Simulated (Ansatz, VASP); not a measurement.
# One calculation of MoSe, two programs

Contents of INCAR:

```
SYSTEM = MoSe
PREC = Accurate
ENCUT = 520
EDIFF = 1E-6
ISMEAR = 0
SIGMA = 0.1
LREAL = .False.
LASPH = .True.
NELM = 60
ALGO = Normal
ISIF = 2
LWAVE = .False.
LCHARG = .False.
GGA = PE
NBANDS = 17
```

KPOINTS

```
Automatic mesh
0
Gamma
  14 14 14
  0 0 0
```

The input POSCAR:

```
MoSe
1.0
    0.0000000000      2.7582158703      2.7582158703
    2.7582158703      0.0000000000      2.7582158703
    2.7582158703      2.7582158703      0.0000000000
Mo Se
1 1
Direct
    0.0000000000      0.0000000000      0.0000000000
    0.5000000000      0.5000000000      0.5000000000
```

Input for Ansatz:

```yaml
crystal:
  lattice:
    - [0.0, 2.7582158703, 2.7582158703]
    - [2.7582158703, 0.0, 2.7582158703]
    - [2.7582158703, 2.7582158703, 0.0]
  atoms:
    - { symbol: Mo, position: [0.0, 0.0, 0.0] }
    - { symbol: Se, position: [0.5, 0.5, 0.5] }
basis:
  ecutwfc: 420
kpoints:
  mp_grid: { grid: [14, 14, 14] }
hamiltonian:
  xc: pbe
scf:
  occupations: { method: gaussian, width: 0.1 }
  lower_state_search: "off"
output:
  forces: true
  stress: true
  eigenvalues: true
  write_density: true
  write_potential: true
  elf: true
  volumetric_format: npy
```

Alike in both runs: task single point; functional PBE; k mesh 14 × 14 × 14; occupations gaussian, width 0.1 eV; no spin polarisation.

|  | VASP | Ansatz |
| --- | --- | --- |
| version | VASP 6.6.1 | Ansatz 0.2.0 |
| potentials or method | VASP PAW PBE potentials, release 64 (Mo_sv, Se), cutoff 520 eV | scalar-relativistic, plane waves, PAW |
| valence electrons in the cell | 20 | 30 |

```tsv
	VASP	Ansatz	Ansatz less VASP
gap on the k mesh at the Fermi level (eV)	none	none	-
pressure (GPa)	-15.4	-15.5	-0.11
```

A gap of «none» marks a metal or a gap that the smearing closes. VASP's potentials hold 20 valence electrons a cell and Ansatz's 30, so a difference there can come from the potentials and not from the codes.
